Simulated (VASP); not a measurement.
Input of a VASP 6.6.1 run:

File INCAR:

```
PREC = Accurate
ENCUT = 520
EDIFF = 1E-6
ISMEAR = -1
SIGMA = 0.146
LREAL = F
LASPH = T
NELM = 60
ALGO = Normal
ISIF = 2
LWAVE = F
LCHARG = T
GGA = PE
LELF = T
LVHAR = T
NBANDS = 20
```

KPOINTS

```
regular mesh
0
Gamma
  6 6 6
```

The input POSCAR:

```
WS2
1.0
    1.5957070000      0.9212820000      6.2760990000
   -1.5957070000      0.9212820000      6.2760990000
    0.0000000000     -1.8425630000      6.2760990000
W S
1 2
Direct
   -0.0021469342     -0.0047363820      0.0067273275
    0.2694939141      0.2745048591      0.2244131017
    0.3692174999      0.4162743844      0.4688667547
```

Potentials or basis: VASP PAW PBE potentials, release 64 (W_sv, S).

Launch:

```sh
$ cat potpaw_PBE.64/W_sv/POTCAR potpaw_PBE.64/S/POTCAR > POTCAR
$ mpirun -np 1 vasp_std > vasp.out
```

(1) Estimate the band gap on the k mesh.

(2) Estimate the pressure.

(3) Predict the largest force.

Answers

(1) 0.80 eV, indirect (least direct gap 1.53 eV).

(2) 6.6 GPa.

(3) 2.628 eV/Å.

Caveat: spin-orbit coupling is left out, which moves the levels of the heavy elements; forces of over 1 eV/Å act on the atoms, so gaps and moduli don't describe the material at rest.
